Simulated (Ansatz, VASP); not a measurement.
**Two plane-wave programs on Mg**

```
Mg
1.0
    -1.83599    1.83599    1.67940
     1.83599   -1.83599    1.67940
     1.83599    1.83599   -1.67940
Mg
1
Cartesian
  0.0000 0.0000 0.0000
```

Alike in both runs: functional B3LYP; dispersion D3(BJ); k mesh 8 × 8 × 8; no spin polarisation.

|  | VASP | Ansatz |
| --- | --- | --- |
| version | VASP 6.6.1 | Ansatz 0.2.0 |
| potentials or method | VASP PAW PBE potentials, release 64 (Mg) | JTH PAW LDA |
| plane-wave cutoff (eV) | 520 | 870 |
| occupations | methfessel-paxton of order 1, width 0.01 eV | cold, width 0.01 eV |
| valence electrons in the cell | 2 | 10 |
| task | single point | projected density of states |

|  | VASP | Ansatz | Ansatz less VASP |
| --- | --- | --- | --- |
| gap on the k mesh at the Fermi level (eV) | none | none | - |
| pressure (GPa) | -3.3 | -3.2 | +0.08 |
| traceless stress, the component that is largest in VASP (GPa) | -0.49 | -1.20 | -0.706 |

VASP's potentials were made for PBE, not for B3LYP. A gap of «none» marks a metal or a gap that the smearing closes. VASP's potentials hold 2 valence electrons a cell and Ansatz's 10, so a difference there can come from the potentials and not from the codes.
